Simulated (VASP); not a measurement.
# Ir (I4/mmm) in VASP: single point with r2SCAN

Aim: the single point of Ir with r2SCAN.

Program: VASP 6.6.1. These are calculated values, not measurements. Logs are shortened: lines on timing, memory, paths and dates and some standing lists are left out, and cuts for length are marked.

**1. The cell of the first run**

The structure is tetragonal, space group I4/mmm (No. 139). The conventional cell has a = 2.796 Å, b = 2.796 Å, c = 3.724 Å, α = 90.00°, β = 90.00°, γ = 90.00°. Within 3.6 Å of Ir (site symmetry 4/mmm) lie 12 Ir at 2.72 to 2.80 Å.

**2. Single point, r2SCAN (strain +0.030 along x and y, -0.030 along z)**

POSCAR reads:

```
Ir
1.0
    0.0000000000      1.9772910000      1.8621090000
    1.9772910000      0.0000000000      1.8621090000
    1.9772910000      1.9772910000      0.0000000000
Ir
1
Direct
    0.0000000000      0.0000000000      0.0000000000
```

INCAR.step1 reads:

```
SYSTEM = Ir
PREC = Accurate ; ENCUT = 520
ISMEAR = 0 ; SIGMA = 0.15
LREAL = .FALSE. ; LASPH = .TRUE.
NELM = 60 ; NBANDS = 10
GGA = PE ; ALGO = Normal
EDIFF = 1E-4 ; LWAVE = .TRUE.
LCHARG = .FALSE.
```

INCAR.step2 reads:

```
SYSTEM = Ir
PREC = Accurate ; ENCUT = 520
EDIFF = 1E-6 ; ISMEAR = 0
SIGMA = 0.15 ; LREAL = .FALSE.
LASPH = .TRUE. ; NELM = 60
ALGO = Normal ; ISIF = 2
LWAVE = .FALSE. ; LCHARG = .FALSE.
METAGGA = R2SCAN ; LMIXTAU = .TRUE.
NBANDS = 10 ; ISTART = 1
```

KPOINTS reads:

```
regular mesh
0
G
  22 22 22
  0 0 0
```

Potentials or basis: VASP PAW PBE potentials, release 64 (Ir).

Run with:

```console
$ cat potpaw_PBE.64/Ir/POTCAR > POTCAR
$ cp INCAR.step1 INCAR
$ mpirun -np 1 vasp_std > vasp.out
$ cp INCAR.step2 INCAR
$ mpirun -np 1 vasp_std > vasp.out
```

OUTCAR:

```text
SYSTEM = Ir
   PREC = Accurate
   ENCUT = 520
   EDIFF = 1E-6
   ISMEAR = 0
   LREAL = .FALSE.
   LASPH = .TRUE.
   NELM = 60
   ISIF = 2
   METAGGA = R2SCAN
   ISTART = 1

 ion  position               nearest neighbor table
   1  0.000  0.000  0.000-

  LATTYP: Found a body centered tetragonal cell.
 ALAT       =     2.7963117490
 C/A-ratio  =     1.3318321898

  Lattice vectors:

 A1 = (   0.0000000000,  -1.9772910000,  -1.8621090000)
 A2 = (   0.0000000000,   1.9772910000,  -1.8621090000)
 A3 = (   1.9772910000,   0.0000000000,   1.8621090000)

Analysis of symmetry for initial positions (statically):
=====================================================================
 Subroutine PRICEL returns:
 Original cell was already a primitive cell.

 Routine SETGRP: Setting up the symmetry group for a
 body centered tetragonal supercell.

 Subroutine GETGRP returns: Found 16 space group operations
 (whereof 16 operations were pure point group operations)
 out of a pool of 16 trial point group operations.

The static configuration has the point symmetry D_4h.

Analysis of symmetry for dynamics (positions and initial velocities):
=====================================================================
 Subroutine PRICEL returns:
 Original cell was already a primitive cell.

 Routine SETGRP: Setting up the symmetry group for a
 body centered tetragonal supercell.

 Subroutine GETGRP returns: Found 16 space group operations
 (whereof 16 operations were pure point group operations)
 out of a pool of 16 trial point group operations.

The dynamic configuration has the point symmetry D_4h.

 Subroutine INISYM returns: Found 16 space group operations
 (whereof 16 operations are pure point group operations),
 and found     1 'primitive' translations

----------------------------------------------------------------------------------------

                                     Primitive cell

  volume of cell :      14.5605

  direct lattice vectors                    reciprocal lattice vectors
     0.000000000  1.977291000  1.862109000    -0.252871226  0.252871226  0.268512745
     1.977291000  0.000000000  1.862109000     0.252871226 -0.252871226  0.268512745
     1.977291000  1.977291000  0.000000000     0.252871226  0.252871226 -0.268512745

  length of vectors
     2.716087191  2.716087191  2.796311749     0.447198847  0.447198847  0.447198847

  position of ions in fractional coordinates (direct lattice)
     0.000000000  0.000000000  0.000000000

  ion indices of the primitive-cell ions
   primitive index   ion index
                 1           1

----------------------------------------------------------------------------------------

 KPOINTS: regular mesh

Automatic generation of k-mesh.
 Grid dimensions read from file:
 generate k-points for:   22   22   22

 Generating k-lattice:

  Cartesian coordinates                     Fractional coordinates (reciprocal lattice)
    -0.011494147  0.011494147  0.012205125     0.045454545 -0.000000000  0.000000000
     0.011494147 -0.011494147  0.012205125    -0.000000000  0.045454545  0.000000000
     0.011494147  0.011494147 -0.012205125     0.000000000  0.000000000  0.045454545

  Length of vectors
     0.020327220  0.020327220  0.020327220

  Shift w.r.t. Gamma in fractional coordinates (k-lattice)
     0.000000000  0.000000000  0.000000000

 Subroutine IBZKPT returns following result:
 ===========================================

 Found    834 irreducible k-points:

 Following reciprocal coordinates:
            Coordinates               Weight
  0.000000  0.000000  0.000000      1.000000
  0.045455 -0.000000  0.000000      8.000000
  0.090909 -0.000000  0.000000      8.000000
  0.136364  0.000000  0.000000      8.000000
  0.181818 -0.000000  0.000000      8.000000
  0.227273 -0.000000  0.000000      8.000000
[... 16 lines left out ...]
  0.500000  0.045455  0.000000      8.000000
 -0.454545  0.045455  0.000000      8.000000
 [... further k-points ...]
   k-points           NKPTS =    834   k-points in BZ     NKDIM =    834   number of bands    NBANDS=     10
   number of dos      NEDOS =    301   number of ions     NIONS =      1
   total plane-waves  NPLWV =   9600
   dimension x,y,z NGX =    20 NGY =   20 NGZ =   24
   dimension x,y,z NGXF=    40 NGYF=   40 NGZF=   48
   ions per type =               1
   NGX,Y,Z   is equivalent  to a cutoff of  12.24, 12.24, 14.27 a.u.
   NGXF,Y,Z  is equivalent  to a cutoff of  24.48, 24.48, 28.54 a.u.
 SYSTEM =  Ir
   PREC   = accura    normal or accurate (medium, high low for compatibility)
   ISTART =      1    job   : 0-new  1-cont  2-samecut
   ICHARG =      0    charge: 1-file 2-atom 10-const
   ISPIN  =      1    spin polarized calculation?
   LNONCOLLINEAR =      F non collinear calculations
   LSORBIT =      F    spin-orbit coupling
   LASPH  =      T    aspherical Exc in radial PAW
   ENCUT  =  520.0 eV  38.22 Ry    6.18 a.u.   5.05  5.05  5.20*2*pi/ulx,y,z
   NELM   =     60;   NELMIN=  2; NELMDL=  0     # of ELM steps
   EDIFF  = 0.1E-05   stopping-criterion for ELM
   LREAL  =      F    real-space projection
   EDIFFG = 0.1E-04   stopping-criterion for IOM
   NSW    =      0    number of steps for IOM
   IBRION =     -1    ionic relax: 0-MD 1-quasi-New 2-CG
   NFREE  =      0    steps in history (QN), initial steepest desc. (CG)
   ISIF   =      2    stress and relaxation
   ISYM   =      2    0-nonsym 1-usesym 2-fastsym
   POTIM  = 0.5000    time-step for ionic-motion
   TEBEG  =    0.0;   TEEND  =   0.0 temperature during run
   PSTRESS=    0.0 pullay stress
   NELECT =       9.0000    total number of electrons
   NUPDOWN=      -1.0000    fix difference up-down
   EMIN   =  10.00;   EMAX   =-10.00  energy-range for DOS
   EFERMI =   0.00;   METHOD = LEGACY
   ISMEAR =     0;   SIGMA  =   0.15  broadening in eV -4-tet -1-fermi 0-gaus
   EFERMI_NEDOS =   21; number of points for ismear=-14 and -15
   IALGO  =     38    algorithm
   IMIX   =      4    mixing-type and parameters
     AMIX     =   0.40;   BMIX     =  1.00
     AMIX_MAG =   1.60;   BMIX_MAG =  1.00
  volume/ion in A,a.u.               =      14.56        98.26
  Fermi-wavevector in a.u.,A,eV,Ry     =   1.394538  2.635294 26.459729  1.944735
  Thomas-Fermi vector in A             =   2.518077
   LORBIT       =      0    0 simple, 1 ext, 2 COOP (PROOUT), +10 PAW based schemes
   METAGGA = R2SCAN    functional components
   LHFCALC =     F    Hartree Fock is set to
   AEXX    =    0.0000 exact exchange contribution
   IVDW    =     0    specifies the selected vdW correction
   LEPSILON=     F    determine dielectric tensor
   LRPA    =     F    only Hartree local field effects (RPA)
 non-spin polarized calculation
 Gauss-broadening in eV      SIGMA  =   0.15
  energy-cutoff  :      520.00
  volume of cell :       14.56
 maximum number of plane-waves:       415
   NGX = 11   NGY = 11   NGZ = 11

 number of electron       8.9999999 magnetization

 Free energy of the ion-electron system (eV)
  ---------------------------------------------------
  ext. energy  EPLUGINS =         0.00000000
  ---------------------------------------------------
  free energy    TOTEN  =       -52.32565493 eV

  energy without entropy =      -52.31354181  energy(sigma->0) =      -52.31959837

 E-fermi :   9.6493     XC(G=0): -15.1277

 val. band max:        9.6444591360   @ k =   0.4545   0.3636   0.0909
 cond. band min:       9.6495778808   @ k =   0.4091   0.3636   0.0455
 fundamental gap:      0.0051187447
 Fermi energy:         9.6492658042

 k-point     1 :       0.0000    0.0000    0.0000
  band No.  band energies     occupation
      1      -1.5274      2.00000
      2       5.6347      2.00000
      3       5.6347      2.00000
      4       6.3830      2.00000
      5       7.9306      2.00000
      6       8.8992      2.00000
      7      24.9110      0.00000
      8      29.9110      0.00000
      9      29.9110      0.00000
     10      31.8641      0.00000

 k-point     2 :       0.0455   -0.0000    0.0000
  band No.  band energies     occupation
      1      -1.4337      2.00000
      2       5.6211      2.00000
      3       5.6747      2.00000
      4       6.3858      2.00000
      5       7.9141      2.00000
      6       8.8657      2.00000
      7      25.0686      0.00000
      8      29.6621      0.00000
      9      30.0575      0.00000
     10      31.7161      0.00000

 k-point     3 :       0.0909   -0.0000    0.0000
  band No.  band energies     occupation
      1      -1.1585      2.00000
      2       5.5616      2.00000
      3       5.7813      2.00000
      4       6.4193      2.00000
      5       7.8817      2.00000
      6       8.7778      2.00000
      7      25.5134      0.00000
      8      28.8079      0.00000
      9      30.4881      0.00000
     10      31.8383      0.00000

 k-point     4 :       0.1364    0.0000    0.0000
  band No.  band energies     occupation
      1      -0.7220      2.00000
      2       5.4441      2.00000
      3       5.9096      2.00000
      4       6.5097      2.00000
      5       7.8867      2.00000
      6       8.6746      2.00000
      7      26.1527      0.00000
      8      27.5978      0.00000
      9      31.1771      0.00000
     10      32.4152      0.00000

 k-point     5 :       0.1818   -0.0000    0.0000
  band No.  band energies     occupation
      1      -0.1650      2.00000
      2       5.3199      2.00000
      3       5.9871      2.00000
      4       6.6196      2.00000
      5       8.0104      2.00000
      6       8.6216      2.00000
      7      26.2524      0.00000
      8      26.8368      0.00000
      9      32.0805      0.00000
     10      33.2628      0.00000

 k-point     6 :       0.2273   -0.0000    0.0000
  band No.  band energies     occupation
      1       0.4404      2.00000
      2       5.2898      2.00000
      3       5.9610      2.00000
      4       6.6730      2.00000
      5       8.3103      2.00000
      6       8.6963      2.00000
      7      24.9083      0.00000
      8      27.1533      0.00000
      9      33.1174      0.00000
     10      34.1477      0.00000
[... 183 lines left out ...]
 k-point    21 :       0.4091    0.0455    0.0000
  band No.  band energies     occupation
      1       1.6615      2.00000
      2       5.5317      2.00000
      3       6.2200      2.00000
      4       7.2283      2.00000
      5      10.0463      0.00018
      6      10.4089      0.00000
      7      19.1973      0.00000
      8      25.1638      0.00000
      9      30.3351      0.00000
     10      32.1969      0.00000

 k-point    22 :       0.4545    0.0455    0.0000
  band No.  band energies     occupation
      1       1.6696      2.00000
      2       5.4329      2.00000
      3       6.1145      2.00000
      4       8.0461      2.00000
      5      10.5533      0.00000
      6      10.7115      0.00000
      7      17.8357      0.00000
      8      24.7636      0.00000
      9      29.7306      0.00000
     10      31.3048      0.00000

 k-point    23 :       0.5000    0.0455    0.0000
  band No.  band energies     occupation
      1       1.6640      2.00000
      2       5.3826      2.00000
      3       6.0599      2.00000
      4       8.5404      2.00000
      5      10.7983      0.00000
      6      10.8625      0.00000
      7      17.0910      0.00000
      8      24.5842      0.00000
      9      29.5673      0.00000
     10      30.7721      0.00000

 k-point    24 :      -0.4545    0.0455    0.0000
  band No.  band energies     occupation
      1       1.6658      2.00000
      2       5.3868      2.00000
      3       6.0623      2.00000
      4       8.4933      2.00000
      5      10.6462      0.00000
      6      10.8086      0.00000
      7      17.3121      0.00000
      8      24.6232      0.00000
      9      29.8887      0.00000
     10      30.6346      0.00000

 [... further k-points ...]
[... 5 lines left out ...]
  --------------------------------------------------------------------------------------
  -------------------------------------------------------------------------------------
  Total       -1.1407578     -1.1407578      0.7110076      0.0000000      0.0000000      0.0000000
  in kB     -125.5242798   -125.5242798     78.2363438      0.0000000      0.0000000      0.0000000
  external PRESSURE =     -57.6040719 kB  Pullay stress =       0.0000000 kB

 VOLUME and BASIS-vectors are now :
 -----------------------------------------------------------------------------
  energy-cutoff  :      520.00
  volume of cell :       14.56
      direct lattice vectors                 reciprocal lattice vectors
     0.000000000  1.977291000  1.862109000    -0.252871226  0.252871226  0.268512745
     1.977291000  0.000000000  1.862109000     0.252871226 -0.252871226  0.268512745
     1.977291000  1.977291000  0.000000000     0.252871226  0.252871226 -0.268512745

 POSITION                                       TOTAL-FORCE (eV/Angst)
 -----------------------------------------------------------------------------------
      0.00000      0.00000      0.00000         0.000000      0.000000     -0.000000
 -----------------------------------------------------------------------------------
    total drift:                                0.000000     -0.000000     -0.000000

  FREE ENERGIE OF THE ION-ELECTRON SYSTEM (eV)
  ---------------------------------------------------
  free  energy   TOTEN  =       -52.3256549279 eV

  energy  without entropy=      -52.3135418113  energy(sigma->0) =      -52.31959837
```

It took 3.3 min on 1 thread of Intel Xeon 6975P-C (Granite Rapids), shared host; peak memory 0.25 GiB.

What came out:

```
Free energy : -52.3257 eV
Pressure    : -5.8 GPa
```

Stress tensor (GPa, compression positive):
```
-12.55   0.00   0.00
  0.00 -12.55   0.00
  0.00   0.00   7.82
```

Caveat: the cell differs from its parent crystal (strain +0.030 along x and y, -0.030 along z); the PAW data sets were made with another functional, which shifts forces and pressure a little; spin-orbit coupling is left out, which moves the levels of the heavy elements.
